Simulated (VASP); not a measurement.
# Pd (Fm-3m) in VASP: a series of runs

Runs on Pd. Level: r2SCAN. Tasks: single point.

All numbers are computed with VASP 6.6.1; they aren't measurements. Logs are shortened: lines on timing, memory, paths and dates and some standing lists are left out, and cuts for length are marked.

## 1. The cell of the first run

It takes space group Fm-3m (No. 225, cubic). Conventional cell: a = 3.914 Å, b = 3.914 Å, c = 3.914 Å, α = 90.00°, β = 90.00°, γ = 90.00°. Within 3.6 Å of Pd (site symmetry m-3m) lie 12 Pd at 2.77 Å.

## 2. Single point, r2SCAN, collinear spin (14.98 Å³/atom)

POSCAR reads:

```
Pd
1.0
    0.0000000000      1.9567730078      1.9567730078
    1.9567730078      0.0000000000      1.9567730078
    1.9567730078      1.9567730078      0.0000000000
Pd
1
Direct
    0.0000000000      0.0000000000      0.0000000000
```

INCAR.step1 reads:

```
SYSTEM = Pd
ALGO = Normal
EDIFF = 1E-5
ENCUT = 550
GGA = PE
GGA_COMPAT = .FALSE.
ISMEAR = -1
ISPIN = 2
LASPH = .TRUE.
LCHARG = .FALSE.
LMAXMIX = 4
LREAL = .FALSE.
LWAVE = .TRUE.
MAGMOM = 0.436
NBANDS = 15
NELM = 200
PREC = Accurate
SIGMA = 0.05
```

INCAR.step2 reads:

```
SYSTEM = Pd
ALGO = Normal
EDIFF = 1E-6
ENCUT = 550
GGA_COMPAT = .FALSE.
ISIF = 2
ISMEAR = -1
ISPIN = 2
ISTART = 1
LASPH = .TRUE.
LCHARG = .FALSE.
LMAXMIX = 4
LMIXTAU = .TRUE.
LORBIT = 11
LREAL = .FALSE.
LWAVE = .FALSE.
MAGMOM = 0.436
METAGGA = R2SCAN
NBANDS = 15
NELM = 200
PREC = Accurate
SIGMA = 0.05
```

KPOINTS reads:

```
k-points
0
G
  23 23 23
  0 0 0
```

Potentials or basis: VASP PAW PBE potentials, release 64 (Pd).

Started as:

```bash
$ cat potpaw_PBE.64/Pd/POTCAR > POTCAR
$ cp INCAR.step1 INCAR
$ mpirun -np 1 vasp_std > vasp.out
$ cp INCAR.step2 INCAR
$ mpirun -np 1 vasp_std > vasp.out
```

OUTCAR:

```text
SYSTEM = Pd
   EDIFF = 1E-6
   ENCUT = 550
   ISIF = 2
   ISMEAR = -1
   ISPIN = 2
   ISTART = 1
   LASPH = .TRUE.
   LORBIT = 11
   LREAL = .FALSE.
   METAGGA = R2SCAN
   NELM = 200
   PREC = Accurate

 ion  position               nearest neighbor table
   1  0.000  0.000  0.000-

  LATTYP: Found a face centered cubic cell.
 ALAT       =     3.9135460156

  Lattice vectors:

 A1 = (   0.0000000000,   1.9567730078,   1.9567730078)
 A2 = (   1.9567730078,   0.0000000000,   1.9567730078)
 A3 = (   1.9567730078,   1.9567730078,   0.0000000000)

Analysis of symmetry for initial positions (statically):
=====================================================================
 Subroutine PRICEL returns:
 Original cell was already a primitive cell.

 Routine SETGRP: Setting up the symmetry group for a
 face centered cubic supercell.

 Subroutine GETGRP returns: Found 48 space group operations
 (whereof 48 operations were pure point group operations)
 out of a pool of 48 trial point group operations.

The static configuration has the point symmetry O_h .

Analysis of symmetry for dynamics (positions and initial velocities):
=====================================================================
 Subroutine PRICEL returns:
 Original cell was already a primitive cell.

 Routine SETGRP: Setting up the symmetry group for a
 face centered cubic supercell.

 Subroutine GETGRP returns: Found 48 space group operations
 (whereof 48 operations were pure point group operations)
 out of a pool of 48 trial point group operations.

The dynamic configuration has the point symmetry O_h .

Analysis of structural, dynamic, and magnetic symmetry:
=====================================================================
 Subroutine PRICEL returns:
 Original cell was already a primitive cell.

 Routine SETGRP: Setting up the symmetry group for a
 face centered cubic supercell.

 Subroutine GETGRP returns: Found 48 space group operations
 (whereof 48 operations were pure point group operations)
 out of a pool of 48 trial point group operations.

The overall configuration has the point symmetry O_h .

 Subroutine INISYM returns: Found 48 space group operations
 (whereof 48 operations are pure point group operations),
 and found     1 'primitive' translations

----------------------------------------------------------------------------------------

                                     Primitive cell

  volume of cell :      14.9848

  direct lattice vectors                    reciprocal lattice vectors
     0.000000000  1.956773008  1.956773008    -0.255522740  0.255522740  0.255522740
     1.956773008  0.000000000  1.956773008     0.255522740 -0.255522740  0.255522740
     1.956773008  1.956773008  0.000000000     0.255522740  0.255522740 -0.255522740

  length of vectors
     2.767294926  2.767294926  2.767294926     0.442578368  0.442578368  0.442578368

  position of ions in fractional coordinates (direct lattice)
     0.000000000  0.000000000  0.000000000

  ion indices of the primitive-cell ions
   primitive index   ion index
                 1           1

----------------------------------------------------------------------------------------

 KPOINTS: k-points

Automatic generation of k-mesh.
 Grid dimensions read from file:
 generate k-points for:   23   23   23

 Generating k-lattice:

  Cartesian coordinates                     Fractional coordinates (reciprocal lattice)
    -0.011109684  0.011109684  0.011109684     0.043478261  0.000000000  0.000000000
     0.011109684 -0.011109684  0.011109684     0.000000000  0.043478261  0.000000000
     0.011109684  0.011109684 -0.011109684     0.000000000  0.000000000  0.043478261

  Length of vectors
     0.019242538  0.019242538  0.019242538

  Shift w.r.t. Gamma in fractional coordinates (k-lattice)
     0.000000000  0.000000000  0.000000000

 Subroutine IBZKPT returns following result:
 ===========================================

 Found    364 irreducible k-points:

 Following reciprocal coordinates:
            Coordinates               Weight
  0.000000  0.000000  0.000000      1.000000
  0.043478  0.000000  0.000000      8.000000
  0.086957  0.000000  0.000000      8.000000
  0.130435  0.000000  0.000000      8.000000
  0.173913  0.000000  0.000000      8.000000
  0.217391  0.000000  0.000000      8.000000
[... 16 lines left out ...]
  0.478261  0.043478  0.000000     24.000000
 -0.478261  0.043478  0.000000     24.000000
 [... further k-points ...]
   k-points           NKPTS =    364   k-points in BZ     NKDIM =    364   number of bands    NBANDS=     15
   number of dos      NEDOS =    301   number of ions     NIONS =      1
   total plane-waves  NPLWV =  13824
   dimension x,y,z NGX =    24 NGY =   24 NGZ =   24
   dimension x,y,z NGXF=    48 NGYF=   48 NGZF=   48
   ions per type =               1
   NGX,Y,Z   is equivalent  to a cutoff of  14.42, 14.42, 14.42 a.u.
   NGXF,Y,Z  is equivalent  to a cutoff of  28.84, 28.84, 28.84 a.u.
 SYSTEM =  Pd
   PREC   = accura    normal or accurate (medium, high low for compatibility)
   ISTART =      1    job   : 0-new  1-cont  2-samecut
   ICHARG =      0    charge: 1-file 2-atom 10-const
   ISPIN  =      2    spin polarized calculation?
   LNONCOLLINEAR =      F non collinear calculations
   LSORBIT =      F    spin-orbit coupling
   LASPH  =      T    aspherical Exc in radial PAW
   ENCUT  =  550.0 eV  40.42 Ry    6.36 a.u.   5.29  5.29  5.29*2*pi/ulx,y,z
   NELM   =    200;   NELMIN=  2; NELMDL=  0     # of ELM steps
   EDIFF  = 0.1E-05   stopping-criterion for ELM
   LREAL  =      F    real-space projection
[... 7 lines left out ...]
   TEBEG  =    0.0;   TEEND  =   0.0 temperature during run
   PSTRESS=    0.0 pullay stress
   NELECT =      10.0000    total number of electrons
   NUPDOWN=      -1.0000    fix difference up-down
   EMIN   =  10.00;   EMAX   =-10.00  energy-range for DOS
   EFERMI =   0.00;   METHOD = LEGACY
   ISMEAR =    -1;   SIGMA  =   0.05  broadening in eV -4-tet -1-fermi 0-gaus
   EFERMI_NEDOS =   21; number of points for ismear=-14 and -15
   IALGO  =     38    algorithm
   IMIX   =      4    mixing-type and parameters
     AMIX     =   0.40;   BMIX     =  1.00
     AMIX_MAG =   1.60;   BMIX_MAG =  1.00
  volume/ion in A,a.u.               =      14.98       101.12
  Fermi-wavevector in a.u.,A,eV,Ry     =   1.430620  2.703480 27.846696  2.046674
  Thomas-Fermi vector in A             =   2.550446
   LORBIT       =     11    0 simple, 1 ext, 2 COOP (PROOUT), +10 PAW based schemes
   METAGGA = R2SCAN    functional components
   LHFCALC =     F    Hartree Fock is set to
   AEXX    =    0.0000 exact exchange contribution
   IVDW    =     0    specifies the selected vdW correction
   LEPSILON=     F    determine dielectric tensor
   LRPA    =     F    only Hartree local field effects (RPA)
 spin polarized calculation
  energy-cutoff  :      550.00
  volume of cell :       14.98
 maximum number of plane-waves:       459
 NGX is ok and might be reduce to    24
   NGX = 11   NGY = 11   NGZ = 11

 number of electron       9.9999999 magnetization       0.4149200

 Free energy of the ion-electron system (eV)
  ---------------------------------------------------
  ext. energy  EPLUGINS =         0.00000000
  ---------------------------------------------------
  free energy    TOTEN  =       -22.96530363 eV

  energy without entropy =      -22.95347902  energy(sigma->0) =      -22.95939132

 E-fermi :   9.4349     XC(G=0): -14.0155

 val. band max:        9.4348400475   @ k =   0.4348   0.3913   0.0435
 cond. band min:       9.4359831724   @ k =   0.3913   0.3913   0.0000
 fundamental gap:      0.0011431248
 Fermi energy:         9.4348797227

 spin component 1

 k-point     1 :       0.0000    0.0000    0.0000
  band No.  band energies     occupation
      1       2.2968      1.00000
      2       6.2570      1.00000
      3       6.2570      1.00000
      4       6.2570      1.00000
      5       7.9083      1.00000
      6       7.9083      1.00000
      7      27.3653      0.00000
      8      31.2959      0.00000
      9      32.2525      0.00000
     10      32.2525      0.00000
     11      32.2525      0.00000
     12      37.7559      0.00000
     13      40.7693      0.00000
     14      40.7693      0.00000
     15      40.7693      0.00000
[... 397 lines left out ...]
 k-point    24 :      -0.4783    0.0435    0.0000
  band No.  band energies     occupation
      1       3.9372      1.00000
      2       6.2154      1.00000
      3       6.2877      1.00000
      4       8.7891      1.00000
      5       9.0509      0.99954
      6      11.0272      0.00000
      7      16.7956      0.00000
      8      26.8041      0.00000
      9      30.8664      0.00000
     10      31.1639      0.00000
     11      31.3302      0.00000
     12      37.6040      0.00000
     13      37.6664      0.00000
     14      41.5048      0.00000
     15      43.1685      0.00000

 [... further k-points ...]

 spin component 2

 k-point     1 :       0.0000    0.0000    0.0000
  band No.  band energies     occupation
      1       2.2635      1.00000
      2       6.7493      1.00000
      3       6.7493      1.00000
      4       6.7493      1.00000
      5       8.2311      1.00000
      6       8.2311      1.00000
      7      27.3411      0.00000
      8      32.2484      0.00000
      9      32.2484      0.00000
     10      32.2484      0.00000
     11      32.4303      0.00000
     12      37.7231      0.00000
     13      40.8846      0.00000
     14      40.8846      0.00000
     15      40.8846      0.00000
[... 397 lines left out ...]
 k-point    24 :      -0.4783    0.0435    0.0000
  band No.  band energies     occupation
      1       4.2441      1.00000
      2       6.5728      1.00000
      3       6.6491      1.00000
      4       9.1907      0.99248
      5       9.5360      0.11679
      6      11.0545      0.00000
      7      17.0875      0.00000
      8      26.7706      0.00000
      9      30.9731      0.00000
     10      31.2565      0.00000
     11      32.4501      0.00000
     12      37.6742      0.00000
     13      37.7345      0.00000
     14      41.5787      0.00000
     15      43.7848      0.00000

 [... further k-points ...]

------------------------ aborting loop because EDIFF is reached ----------------------------------------

  FORCE on cell =-STRESS in cart. coord.  units (eV):
  Direction    XX          YY          ZZ          XY          YZ          ZX
  --------------------------------------------------------------------------------------
  -------------------------------------------------------------------------------------
  Total        0.0476856      0.0476856      0.0476856      0.0000000      0.0000000      0.0000000
  in kB        5.0985512      5.0985512      5.0985512      0.0000000      0.0000000      0.0000000
  external PRESSURE =       5.0985512 kB  Pullay stress =       0.0000000 kB

 VOLUME and BASIS-vectors are now :
 -----------------------------------------------------------------------------
  energy-cutoff  :      550.00
  volume of cell :       14.98
      direct lattice vectors                 reciprocal lattice vectors
     0.000000000  1.956773008  1.956773008    -0.255522740  0.255522740  0.255522740
     1.956773008  0.000000000  1.956773008     0.255522740 -0.255522740  0.255522740
     1.956773008  1.956773008  0.000000000     0.255522740  0.255522740 -0.255522740

 POSITION                                       TOTAL-FORCE (eV/Angst)
 -----------------------------------------------------------------------------------
      0.00000      0.00000      0.00000         0.000000      0.000000      0.000000
 -----------------------------------------------------------------------------------
    total drift:                               -0.000000      0.000000     -0.000000

  FREE ENERGIE OF THE ION-ELECTRON SYSTEM (eV)
  ---------------------------------------------------
  free  energy   TOTEN  =       -22.9653036307 eV

  energy  without entropy=      -22.9534790185  energy(sigma->0) =      -22.95939132

 total charge

# of ion       s       p       d       tot
------------------------------------------
    1        0.507   0.448   8.493   9.448

 magnetization (x)

# of ion       s       p       d       tot
------------------------------------------
    1       -0.002  -0.016   0.441   0.423
```

Run time: 11 min. Hardware: 1 thread of Oxide Virtual Turin-like, shared host; peak memory 0.23 GiB.

Results:

| Quantity | Value |
| --- | --- |
| Free energy | -22.9653 eV |
| Pressure | 0.5 GPa |
| Net moment | 0.41 μB per cell |
| Site moments | Pd +0.42 μB |
| Valence electrons inside the program's atomic spheres | Pd 9.45 |

Levels at points of the mesh, in eV from the Fermi level:
Spin up:
```
           k point  band 2  band 3  band 4  band 5  band 6  band 7  band 8  band 9
(0.00, 0.00, 0.00)   -3.18   -3.18   -3.18   -1.53   -1.53   17.93   21.86   22.82
```
Spin down:
| k point | band 3 | band 4 | band 5 | band 6 | band 7 | band 8 |
| --- | --- | --- | --- | --- | --- | --- |
| (0.00, 0.00, 0.00) | -2.69 | -2.69 | -1.20 | -1.20 | 17.91 | 22.81 |

Caveat: the PAW data sets were made with another functional, which shifts forces and pressure a little.

[end of part 1 of 2]
